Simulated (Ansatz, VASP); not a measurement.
TaN: VASP beside Ansatz

```
Ta N
1.0
    -0.13375    2.17234    2.17234
     2.17234   -0.13375    2.17234
     2.17234    2.17234   -0.13375
Ta N
1 1
Direct
  0.50000 0.50000 0.50000
  0.00000 0.00000 0.00000
```

Alike in both runs: task single point; functional PBE; k mesh 20 × 20 × 20; occupations gaussian, width 0.15 eV; no spin polarisation.

|  | VASP | Ansatz |
| --- | --- | --- |
| version | VASP 6.6.1 | Ansatz 0.2.0 |
| potentials or method | VASP PAW PBE potentials, release 64 (Ta_pv, N), cutoff 520 eV | scalar-relativistic, plane waves, PAW |
| valence electrons in the cell | 16 | 18 |

VASP gave:

| Property | Result |
| --- | --- |
| gap on the k mesh at the Fermi level (eV) | none |
| pressure (GPa) | -10.6 |
| traceless stress, the component that is largest in VASP (GPa) | 4.07 |

Question: Estimate Ansatz's values.

Answer: gap on the k mesh at the Fermi level (eV): none; pressure (GPa): -11.5; traceless stress, the component that is largest in VASP (GPa): 4.12.

A gap of «none» marks a metal or a gap that the smearing closes. VASP's potentials hold 16 valence electrons a cell and Ansatz's 18, so a difference there can come from the potentials and not from the codes.

Spin-orbit coupling is off throughout.
